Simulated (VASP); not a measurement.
# BN (ke600) (P6_3mc) in VASP: notebook

BN (ke600) is run at these levels: LDA; tasks: single point.

Everything below comes from runs of VASP 6.6.1. Logs are shortened: lines on timing, memory, paths and dates and some standing lists are left out, and cuts for length are marked.

### Step 1. The cell of the first run

It takes space group P6_3mc (No. 186, hexagonal). Conventional cell: a = 2.554 Å, b = 2.554 Å, c = 4.227 Å, α = 90.00°, β = 90.00°, γ = 120.00°. Within 2.1 Å of B (site symmetry 3m) lie 4 N at 1.57 to 1.58 Å. Within 2.1 Å of N (site symmetry 3m) lie 4 B at 1.57 to 1.58 Å.

### Step 2. Single point, LDA

Input file INCAR:

```
ALGO = Normal
EDIFF = 1E-6
ENCUT = 520
ISIF = 2
ISMEAR = 0
LASPH = True
LCHARG = False
LREAL = False
LWAVE = False
NBANDS = 16
NELM = 100
PREC = Accurate
SIGMA = 0.1
```

Input file KPOINTS:

```
k-points
0
Gamma
  9 9 4
```

Input file POSCAR:

```
BN
1.0
    2.5539396000      0.0000000000      0.0000000000
   -1.2769698000      2.2117765700      0.0000000000
    0.0000000000      0.0000000000      4.2268550000
B N
2 2
Direct
    0.6666666700      0.3333333300      0.9997240000
    0.3333333300      0.6666666700      0.4997240000
    0.6666666700      0.3333333300      0.6252760000
    0.3333333300      0.6666666700      0.1252760000
```

Potentials or basis: VASP PAW LDA potentials, release 64 (B, N).

Launch:

```sh
cat potpaw_LDA.64/B/POTCAR potpaw_LDA.64/N/POTCAR > POTCAR
mpirun -np 1 vasp_std > vasp.out
```

OUTCAR:

```text
EDIFF = 1E-6
   ENCUT = 520
   ISIF = 2
   ISMEAR = 0
   LASPH = True
   LREAL = False
   NELM = 100
   PREC = Accurate

 ion  position               nearest neighbor table
   1  0.667  0.333  1.000-   4 1.57   4 1.57   4 1.57   3 1.58
   2  0.333  0.667  0.500-   3 1.57   3 1.57   3 1.57   4 1.58
   3  0.667  0.333  0.625-   2 1.57   2 1.57   2 1.57   1 1.58
   4  0.333  0.667  0.125-   1 1.57   1 1.57   1 1.57   2 1.58

  LATTYP: Found a hexagonal cell.
 ALAT       =     2.5539396000
 C/A-ratio  =     1.6550332670

  Lattice vectors:

 A1 = (   2.5539396000,   0.0000000000,   0.0000000000)
 A2 = (  -1.2769698000,   2.2117765700,   0.0000000000)
 A3 = (   0.0000000000,   0.0000000000,   4.2268550000)

Analysis of symmetry for initial positions (statically):
=====================================================================
 Subroutine PRICEL returns:
 Original cell was already a primitive cell.

 Routine SETGRP: Setting up the symmetry group for a
 hexagonal supercell.

 Subroutine GETGRP returns: Found 12 space group operations
 (whereof  6 operations were pure point group operations)
 out of a pool of 24 trial point group operations.

The static configuration has the point symmetry C_3v.
 The point group associated with its full space group is C_6v.

Analysis of symmetry for dynamics (positions and initial velocities):
=====================================================================
 Subroutine PRICEL returns:
 Original cell was already a primitive cell.

 Routine SETGRP: Setting up the symmetry group for a
 hexagonal supercell.

 Subroutine GETGRP returns: Found 12 space group operations
 (whereof  6 operations were pure point group operations)
 out of a pool of 24 trial point group operations.

The dynamic configuration has the point symmetry C_3v.
 The point group associated with its full space group is C_6v.

 Subroutine INISYM returns: Found 12 space group operations
 (whereof  6 operations are pure point group operations),
 and found     1 'primitive' translations

----------------------------------------------------------------------------------------

                                     Primitive cell

  volume of cell :      23.8764

[... 86 lines left out ...]
   ISPIN  =      1    spin polarized calculation?
   LNONCOLLINEAR =      F non collinear calculations
   LSORBIT =      F    spin-orbit coupling
   LASPH  =      T    aspherical Exc in radial PAW
   ENCUT  =  520.0 eV  38.22 Ry    6.18 a.u.   4.75  4.75  7.86*2*pi/ulx,y,z
   NELM   =    100;   NELMIN=  2; NELMDL= -5     # of ELM steps
   EDIFF  = 0.1E-05   stopping-criterion for ELM
   LREAL  =      F    real-space projection
   EDIFFG = 0.1E-04   stopping-criterion for IOM
   NSW    =      0    number of steps for IOM
   IBRION =     -1    ionic relax: 0-MD 1-quasi-New 2-CG
   NFREE  =      0    steps in history (QN), initial steepest desc. (CG)
   ISIF   =      2    stress and relaxation
   ISYM   =      2    0-nonsym 1-usesym 2-fastsym
   POTIM  = 0.5000    time-step for ionic-motion
   TEBEG  =    0.0;   TEEND  =   0.0 temperature during run
   PSTRESS=    0.0 pullay stress
   NELECT =      16.0000    total number of electrons
   NUPDOWN=      -1.0000    fix difference up-down
   EMIN   =  10.00;   EMAX   =-10.00  energy-range for DOS
   EFERMI =   0.00;   METHOD = LEGACY
   ISMEAR =     0;   SIGMA  =   0.10  broadening in eV -4-tet -1-fermi 0-gaus
   EFERMI_NEDOS =   21; number of points for ismear=-14 and -15
   IALGO  =     38    algorithm
   IMIX   =      4    mixing-type and parameters
     AMIX     =   0.40;   BMIX     =  1.00
     AMIX_MAG =   1.60;   BMIX_MAG =  1.00
  volume/ion in A,a.u.               =       5.97        40.28
  Fermi-wavevector in a.u.,A,eV,Ry     =   1.432600  2.707222 27.923836  2.052344
  Thomas-Fermi vector in A             =   2.552210
   LORBIT       =      0    0 simple, 1 ext, 2 COOP (PROOUT), +10 PAW based schemes
   GGA     = CA    functional components
   LHFCALC =     F    Hartree Fock is set to
   AEXX    =    0.0000 exact exchange contribution
   IVDW    =     0    specifies the selected vdW correction
   LEPSILON=     F    determine dielectric tensor
   LRPA    =     F    only Hartree local field effects (RPA)
 non-spin polarized calculation
 Gauss-broadening in eV      SIGMA  =   0.10
  energy-cutoff  :      520.00
  volume of cell :       23.88
 maximum number of plane-waves:       652
 NGX is ok and might be reduce to    20
   NGX =  9   NGY =  9   NGZ = 15

 number of electron      16.0000003 magnetization

 Free energy of the ion-electron system (eV)
  ---------------------------------------------------
  ext. energy  EPLUGINS =         0.00000000
  ---------------------------------------------------
  free energy    TOTEN  =       -38.72384970 eV

  energy without entropy =      -38.72384970  energy(sigma->0) =      -38.72384970

 E-fermi :   7.9117     XC(G=0): -13.0459

 val. band max:        7.4161623042   @ k =   0.0000   0.0000   0.0000
 cond. band min:      12.3801252395   @ k =   0.3333   0.3333   0.0000
 fundamental gap:      4.9639629353
 Fermi energy:         7.9116943481

 k-point     1 :       0.0000    0.0000    0.0000
  band No.  band energies     occupation
      1     -12.7117      2.00000
      2      -8.5475      2.00000
      3      -3.4371      2.00000
      4       5.3095      2.00000
      5       5.3095      2.00000
      6       7.1358      2.00000
[... 433 lines left out ...]
      3      -1.4143      2.00000
      4      -0.7065      2.00000
      5      -0.7065      2.00000
      6       1.1656      2.00000
[... 8 lines left out ...]
     15      23.5177      0.00000
     16      23.5177      0.00000

 [... further k-points ...]
[... 5 lines left out ...]
  --------------------------------------------------------------------------------------
  -------------------------------------------------------------------------------------
  Total       -1.9035581     -1.9035581     -1.9687936      0.0000000      0.0000000      0.0000000
  in kB     -127.7342863   -127.7342859   -132.1117830      0.0000000      0.0000000      0.0000000
  external PRESSURE =    -129.1934517 kB  Pullay stress =       0.0000000 kB

 VOLUME and BASIS-vectors are now :
 -----------------------------------------------------------------------------
  energy-cutoff  :      520.00
  volume of cell :       23.88
      direct lattice vectors                 reciprocal lattice vectors
     2.553939600  0.000000000  0.000000000     0.391551938  0.226062617  0.000000000
    -1.276969800  2.211776570  0.000000000     0.000000000  0.452125234  0.000000000
     0.000000000  0.000000000  4.226855000     0.000000000  0.000000000  0.236582518

 POSITION                                       TOTAL-FORCE (eV/Angst)
 -----------------------------------------------------------------------------------
      1.27697      0.73726      4.22569         0.000000      0.000000      0.021530
     -0.00000      1.47452      2.11226         0.000000     -0.000000      0.021530
      1.27697      0.73726      2.64295         0.000000     -0.000000     -0.021530
     -0.00000      1.47452      0.52952        -0.000000      0.000000     -0.021530
 -----------------------------------------------------------------------------------
    total drift:                                0.000001     -0.000001      0.000453

  FREE ENERGIE OF THE ION-ELECTRON SYSTEM (eV)
  ---------------------------------------------------
  free  energy   TOTEN  =       -38.7238497026 eV

  energy  without entropy=      -38.7238497026  energy(sigma->0) =      -38.72384970
```

stdout:

```text
POSCAR found type information on POSCAR B N
 POSCAR found :  2 types and       4 ions
 scaLAPACK will be used
 LDA part: xc-table for (Slater(with rela. corr.)+CA(PZ))
 , standard interpolation
 POSCAR, INCAR and KPOINTS ok, starting setup
 FFT: planning ... GRIDC
 FFT: planning ... GRID_SOFT
 FFT: planning ... GRID
 WAVECAR not read
 entering main loop
```

It took 4.6 s on 1 thread of Intel Xeon 6975P-C (Granite Rapids), shared host; peak memory 0.12 GiB.

What came out:

```yaml
Free_energy: -38.7238 eV
Pressure: -12.9 GPa
Largest_force: 0.022 eV/Å
Band_gap_on_the_k_mesh: 4.96 eV, indirect (least direct gap 8.10 eV)
```

Forces in eV/Å, atoms in the order of the input:
```
B    0.000  0.000  0.022
B    0.000  0.000  0.022
N    0.000  0.000 -0.022
N    0.000  0.000 -0.022
```

### Step 3. Single point, LDA

This run uses another cell than the first one, of 5.75 Å³/atom, 0.963 times its volume.

Input file INCAR:

```
PREC = Accurate
ENCUT = 520
EDIFF = 1E-6
ISMEAR = 0
SIGMA = 0.1
LREAL = F
LASPH = T
NELM = 60
ALGO = Normal
ISIF = 2
LWAVE = F
LCHARG = F
GGA = CA
NBANDS = 16
```

Input file KPOINTS:

```
regular mesh
0
Gamma
  9 9 6
```

Input file POSCAR:

```
BN
1.0
    2.5218352337      0.0000000000      0.0000000000
   -1.2609176169      2.1839733766      0.0000000000
    0.0000000000      0.0000000000      4.1741646933
B N
2 2
Direct
    0.6666666667      0.3333333333      0.9996937311
    0.3333333333      0.6666666667      0.4996937311
    0.6666666667      0.3333333333      0.6253062689
    0.3333333333      0.6666666667      0.1253062689
```

Potentials or basis: VASP PAW LDA potentials, release 64 (B, N).

Launch:

```sh
cat potpaw_LDA.64/B/POTCAR potpaw_LDA.64/N/POTCAR > POTCAR
mpirun -np 1 vasp_std > vasp.out
```

Wall time 5.6 s (1 thread of Intel Xeon 6975P-C (Granite Rapids), shared host); peak memory 0.12 GiB.

The run converged. Its results:

```yaml
Free_energy: -38.7552 eV
Pressure: 1.5 GPa
Band_gap_on_the_k_mesh: 4.90 eV, indirect (least direct gap 8.28 eV)
```

Forces in eV/Å, atoms in the order of the input:
```
B    0.000  0.000 -0.003
B    0.000  0.000 -0.003
N    0.000  0.000  0.003
N    0.000  0.000  0.003
```

Stress tensor (GPa, compression positive):
```
1.62 0.00 0.00
0.00 1.62 0.00
0.00 0.00 1.29
```

Levels at points of the mesh, in eV from the valence-band top:
```tsv
k point	band 4	band 5	band 6	band 7	band 8	band 9	band 10	band 11	band 12	band 13
(0.00, 0.00, 0.00)	-2.19	-2.19	-0.30	0.00	0.00	8.35	8.35	8.62	9.95	11.25
(0.00, 0.00, 0.50)	-5.82	-1.21	-1.21	-1.21	-1.21	9.72	9.72	9.94	9.94	9.94
```

A k mesh can miss the band edges. A hybrid or GW would open this gap; LDA tends to underestimate it.

### Step 4. Single point, LDA

This run uses another cell than the first one, of 5.75 Å³/atom, 0.964 times its volume.

Input file INCAR:

```
  PREC = Accurate
  ENCUT = 520
  EDIFF = 1E-6
  ISMEAR = 0
  SIGMA = 0.02
  LREAL = False
  LASPH = True
  NELM = 60
  ALGO = Normal
  ISIF = 2
  LWAVE = False
  LCHARG = False
  GGA = CA
  NBANDS = 16
```

Input file KPOINTS:

```
Automatic mesh
0
Gamma
  12 12 6
```

Input file POSCAR:

```
BN
1.0
    2.5227811272      0.0000000000      0.0000000000
   -1.2613905636      2.1847925443      0.0000000000
    0.0000000000      0.0000000000      4.1744585341
B N
2 2
Direct
    0.6666666667      0.3333333333      0.9997126114
    0.3333333333      0.6666666667      0.4997126114
    0.6666666667      0.3333333333      0.6252873886
    0.3333333333      0.6666666667      0.1252873886
```

Launch:

```sh
cat potpaw_LDA.64/B/POTCAR potpaw_LDA.64/N/POTCAR > POTCAR
mpirun -np 1 vasp_std > vasp.out
```

Wall time 8.5 s (1 thread of Intel Xeon 6975P-C (Granite Rapids), shared host); peak memory 0.13 GiB.

The run converged. Its results:

```
Free energy            : -38.7554 eV
Pressure               : 1.2 GPa
Largest force          : 0.005 eV/Å
Band gap on the k mesh : 4.90 eV, indirect (least direct gap 8.28 eV)
```

Forces on the atoms (eV/Å):
```
B    0.000  0.000 -0.005
B    0.000  0.000 -0.005
N    0.000  0.000  0.005
N    0.000  0.000  0.005
```

Levels at points of the mesh, in eV from the valence-band top:
| k point | band 5 | band 6 | band 7 | band 8 | band 9 | band 10 | band 11 | band 12 |
| --- | --- | --- | --- | --- | --- | --- | --- | --- |
| (0.00, 0.00, 0.00) | -2.19 | -0.29 | 0.00 | 0.00 | 8.34 | 8.34 | 8.63 | 9.94 |
| (0.50, 0.00, 0.00) | -7.06 | -5.14 | -4.60 | -2.18 | 6.71 | 7.88 | 10.60 | 11.66 |
| (0.00, 0.00, 0.50) | -1.21 | -1.21 | -1.21 | -1.21 | 9.70 | 9.70 | 9.94 | 9.94 |
| (0.50, 0.00, 0.50) | -3.89 | -3.89 | -3.67 | -3.67 | 6.58 | 6.58 | 10.14 | 10.14 |

A k mesh can miss the band edges. Expect the measured gap to be larger: semilocal functionals such as LDA lack the derivative discontinuity.

### Step 5. Overview

```csv
cell,k mesh,smearing,gap on the mesh (eV),pressure (GPa),largest force (eV/Å)
"a = 2.554, b = 2.554, c = 4.227 Å, angles 90.0, 90.0, 120.0°, 4 atoms",9 × 9 × 4,gaussian 0.1 eV,4.96,-12.9,0.02
"a = 2.522, b = 2.522, c = 4.174 Å, angles 90.0, 90.0, 120.0°, 4 atoms",9 × 9 × 6,gaussian 0.1 eV,4.90,1.5,-
"a = 2.523, b = 2.523, c = 4.174 Å, angles 90.0, 90.0, 120.0°, 4 atoms",12 × 12 × 6,gaussian 0.02 eV,4.90,1.2,0.01
```

Alike in all rows: task single point; level LDA; potentials or basis VASP PAW LDA potentials, release 64 (B, N); no spin polarisation; cutoff (eV) 520.

Absolute energies hang on the potentials; compare differences alone.
